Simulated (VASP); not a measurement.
Input of a VASP 6.6.1 run:

The input INCAR:

```
ALGO     = Normal         # electronic algorithm
EDIFF    = 1E-6           # SCF threshold, eV
ENCUT    = 520            # plane-wave cutoff, eV
GGA      = PE             # functional
ISIF     = 2              # what is computed and relaxed
ISMEAR   = 0              # smearing method
ISPIN    = 2              # spin polarisation
LASPH    = T              # aspherical terms in the spheres
LCHARG   = F              # write CHGCAR
LMAXMIX  = 4              # l up to which the mixer works
LORBIT   = 11             # projections on sites
LREAL    = F              # projectors in reciprocal space
LWAVE    = F              # write WAVECAR
MAGMOM   = 1 1 1 1 1 1 0 0 0 0 0 0 # initial moments
NBANDS   = 64             # bands
NELM     = 150            # most SCF steps
PREC     = Accurate       # precision mode
SIGMA    = 0.1            # smearing width, eV
```

File KPOINTS:

```
k-points
0
Gamma
  6 6 2
```

File POSCAR:

```
ZrTi5C6
1.0
    3.1225423005      0.0000000000      0.0000000000
    0.0000000000      3.1225423005      0.0000000000
    0.0000000000      0.0000000000     13.1893362142
Zr Ti C
1 5 6
Direct
    0.0000000000      0.0000000000      0.0000000000
    0.0000000000      0.0000000000      0.6624903290
    0.5000000000      0.5000000000      0.8247238989
    0.5000000000      0.5000000000      0.1752761011
    0.0000000000      0.0000000000      0.3375096710
    0.5000000000      0.5000000000      0.5000000000
    0.0000000000      0.0000000000      0.8242997451
    0.5000000000      0.5000000000      0.0000000000
    0.0000000000      0.0000000000      0.1757002549
    0.5000000000      0.5000000000      0.3367821933
    0.0000000000      0.0000000000      0.5000000000
    0.5000000000      0.5000000000      0.6632178067
```

Potentials or basis: VASP PAW PBE potentials, release 64 (Zr_sv, Ti_sv, C).

Launch:

```bash
$ cat potpaw_PBE.64/Zr_sv/POTCAR potpaw_PBE.64/Ti_sv/POTCAR potpaw_PBE.64/C/POTCAR > POTCAR
$ mpirun -np 1 vasp_std > vasp.out
```

(1) What does it give for the band gap on the k mesh?

(2) What does it give for the pressure?

(3) Estimate the largest force.

(4) What does it give for the net moment?

Answers

(1) zero (filled and empty bands overlap).

(2) 0.3 GPa.

(3) 0.010 eV/Å.

(4) 0.00 μB per cell.
